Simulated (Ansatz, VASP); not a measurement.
CaO in VASP and in Ansatz

INCAR

```
  PREC = Accurate
  ENCUT = 520
  EDIFF = 1E-6
  ISMEAR = 0
  SIGMA = 0.05
  LREAL = F
  LASPH = T
  NELM = 60
  ALGO = Normal
  ISIF = 2
  LWAVE = F
  LCHARG = F
  GGA = PS
  NBANDS = 24
```

Contents of KPOINTS:

```
Automatic mesh
0
Gamma
  9 9 6
```

The input POSCAR:

```
CaO
1.0
    3.9720159454      0.0000000000      0.0000000000
   -1.9860079727      3.4744382377      0.0000000000
    0.0000000000      0.0000000000      4.7848400100
Ca O
2 2
Direct
    0.3333333333      0.6666666667      0.7500000000
    0.6666666667      0.3333333333      0.2500000000
    0.3333333333      0.6666666667      0.2500000000
    0.6666666667      0.3333333333      0.7500000000
```

Input for Ansatz:

```yaml
crystal:
  lattice:
    - [3.9720159454, 0.0, 0.0]
    - [-1.9860079727, 3.4744382377, 0.0]
    - [0.0, 0.0, 4.78484001]
  atoms:
    - { symbol: Ca, position: [0.3333333333, 0.6666666667, 0.75] }
    - { symbol: Ca, position: [0.6666666667, 0.3333333333, 0.25] }
    - { symbol: O, position: [0.3333333333, 0.6666666667, 0.25] }
    - { symbol: O, position: [0.6666666667, 0.3333333333, 0.75] }
basis:
  ecutwfc: 420
kpoints:
  mp_grid: { grid: [9, 9, 6] }
hamiltonian:
  xc: pbesol
scf:
  occupations: { method: gaussian, width: 0.05 }
output:
  forces: true
  stress: true
  eigenvalues: true
```

Change from the starting cell: strain -0.0050 x Voigt [1, -1, 0, 0, 0, 0], atoms carried along.

Alike in both runs: task single point; functional PBEsol; k mesh 9 × 9 × 6; occupations gaussian, width 0.05 eV; no spin polarisation.

|  | VASP | Ansatz |
| --- | --- | --- |
| version | VASP 6.6.1 | Ansatz 0.2.0 |
| potentials or method | VASP PAW PBE potentials, release 64 (Ca_sv, O), cutoff 520 eV | scalar-relativistic, plane waves, PAW |
| valence electrons in the cell | 32 | 32 |

VASP gave:

| Property | Result |
| --- | --- |
| gap on the k mesh at the Fermi level (eV) | 3.03 |
| least direct gap on the mesh (eV) | 3.03 |
| pressure (GPa) | -1.9 |
| traceless stress, the component that is largest in VASP (GPa) | 0.47 |
| rms of the force components (eV/Å) | 0.030 |

**Question.** Estimate Ansatz's values.

**Answer.** gap on the k mesh at the Fermi level (eV): 3.04; least direct gap on the mesh (eV): 3.04; pressure (GPa): -2.4; traceless stress, the component that is largest in VASP (GPa): 0.47; rms of the force components (eV/Å): 0.028.

VASP's potentials were made for PBE, not for PBEsol. Atom by atom the forces differ by 0.002 eV/Å (rms over components).
